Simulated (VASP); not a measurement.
The system is MgO.

```
CELL_PARAMETERS angstrom
2.65982 0.00000 0.00000
0.00000 2.65982 0.00000
0.00000 0.00000 2.65982
ATOMIC_POSITIONS crystal
Mg 0.00000 0.00000 0.00000
O 0.50000 0.50000 0.50000
```

| Item | Value |
| --- | --- |
| Program | VASP 6.6.1 |
| Task | relaxation of cell and atoms |
| Functional | LDA |
| Potentials or basis | VASP PAW LDA potentials, release 64 (Mg, O) |
| Cutoff | 600 eV |
| k mesh | 8 × 8 × 8 |
| Occupations | fermi-dirac, width 0.02 eV |
| Spin | no spin polarisation |

At the start: pressure -12.2 GPa; volume 9.41 Å³/atom.

Question: Where does the relaxation end?

Answer: Over 3 steps the energy falls by 33.0 meV/atom and the volume is 8.61 Å³/atom (-8.5 %); space group Pm-3m (No. 221, to 0.05 Å).

The path:
| step | energy change (eV) | largest force (eV/Å) | pressure (GPa) | volume (Å³) |
| --- | --- | --- | --- | --- |
| 1 | 0.0000 | 0.0000 | -12.21 | 18.82 |
| 2 | -0.0634 | 0.0000 | 2.91 | 16.93 |
| 3 | -0.0660 | 0.0000 | 0.04 | 17.21 |

Final structure:
```cif
data_structure
_symmetry_space_group_name_H-M 'P 1'
_symmetry_Int_Tables_number 1
_cell_length_a 2.5821
_cell_length_b 2.5821
_cell_length_c 2.5821
_cell_angle_alpha 90.000
_cell_angle_beta 90.000
_cell_angle_gamma 90.000
_cell_volume 17.21
loop_
_atom_site_label
_atom_site_type_symbol
_atom_site_fract_x
_atom_site_fract_y
_atom_site_fract_z
_atom_site_occupancy
Mg1 Mg 0.00000 0.00000 0.00000 1
O1 O 0.50000 0.50000 0.50000 1
```
